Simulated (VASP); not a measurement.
Write the native input for VASP 6.6.1 that does the following.

```
Task                   : relaxation of cell and atoms
Functional             : PBEsol
Dispersion             : D4
Potentials or basis    : VASP PAW PBE potentials, release 64 (Bi_d, Te)
Cutoff                 : 600 eV
k mesh                 : 7 × 7 × 7
Occupations            : fermi-dirac, width 0.05 eV
Spin                   : no spin polarisation
Dipole correction      : no
Further INCAR settings : ALGO = Normal; EDIFF = 1e-06; IBRION = 2; EDIFFG = -0.01; NSW = 60; ISIF = 3
```

The structure of BiTe lies in POSCAR:

```
BiTe
1.0
    0.0000000000      3.2350000000      3.2350000000
    3.2350000000      0.0000000000      3.2350000000
    3.2350000000      3.2350000000      0.0000000000
Bi Te
1 1
Direct
    0.0000000000      0.0000000000      0.0000000000
    0.5000000000      0.5000000000      0.5000000000
```

One way to write it, as run:

INCAR

```
SYSTEM = BiTe
ALGO = Normal ; EDIFF = 1E-6
EDIFFG = -0.01 ; ENCUT = 600
GGA = PS ; IBRION = 2
ISIF = 3 ; ISMEAR = -1
IVDW = 13 ; LASPH = .True.
LCHARG = .False. ; LREAL = .False.
LWAVE = .False. ; NELM = 60
NSW = 60 ; PREC = Accurate
SIGMA = 0.05
```

KPOINTS

```
k-points
0
Gamma
  7 7 7
  0 0 0
```

Potentials or basis: VASP PAW PBE potentials, release 64 (Bi_d, Te).

The run is started by

```sh
$ cat potpaw_PBE.64/Bi_d/POTCAR potpaw_PBE.64/Te/POTCAR > POTCAR
$ mpirun -np 1 vasp_std > vasp.out
```

It gave:

```json
{
  "Relaxed volume": "32.02 Å³/atom",
  "Relaxed cell": "a = 4.491 Å, b = 4.491 Å, c = 4.491 Å, α = 60.00°, β = 60.00°, γ = 60.00°",
  "Space group after relaxing (to 0.05 Å)": "Fm-3m (No. 225)",
  "Energy gained by relaxing": "16.8 meV/atom",
  "Ionic steps": "3",
  "Pressure after relaxing": "0.0 GPa",
  "Dispersion energy per atom": "-0.299 eV"
}
```

Caveat: the PAW data sets were made with another functional, which shifts forces and pressure a little; pairwise dispersion overbinds metals, which lowers pressure and volume.

Wall time 58 s on 1 thread of Intel Xeon 6975P-C (shared host), peak memory 0.25 GiB.
